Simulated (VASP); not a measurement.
A run of VASP 6.6.1 is set up as follows.

INCAR

```
SYSTEM = W
  PREC = Accurate
  ENCUT = 520
  EDIFF = 1E-6
  ISMEAR = 0
  SIGMA = 0.15
  LREAL = .FALSE.
  LASPH = .TRUE.
  NELM = 80
  ALGO = Fast
  ISIF = 2
  LWAVE = .FALSE.
  LCHARG = .FALSE.
  GGA = PS
  NBANDS = 21
```

KPOINTS

```
Automatic mesh
0
G
  10 10 10
  0 0 0
```

The input POSCAR:

```
W
1.0
    0.0000000000     -3.1543602775      0.0000000000
   -3.1543602775      0.0000000000      0.0000000000
    0.0000000000      0.0000000000     -3.1543602775
W
2
Direct
    0.4694807601      0.6331308543      0.5220939272
    0.0305192399     -0.1331308543     -0.0220939272
```

Potentials or basis: VASP PAW PBE potentials, release 64 (W_sv).

Command:

```console
$ cat potpaw_PBE.64/W_sv/POTCAR > POTCAR
$ mpirun -np 1 vasp_std > vasp.out
```

**Question.** Predict the pressure.

**Answer.** 68.9 GPa.

**Question.** Predict the band gap on the k mesh.

**Answer.** Zero (bands 14 and 15 overlap by 2.00 eV).

**Question.** Predict the largest force.

**Answer.** 11.796 eV/Å.

Stress tensor (GPa, compression positive):
```
 10.44 -24.89  19.68
-24.89  96.32 -18.57
 19.68 -18.57 100.07
```

Caveat: the cell differs from its parent crystal (atoms moved at random); the stress differs along the axes, from 10 to 100 GPa; the PAW data sets were made with another functional, which shifts forces and pressure a little; spin-orbit coupling is left out, which moves the levels of the heavy elements.
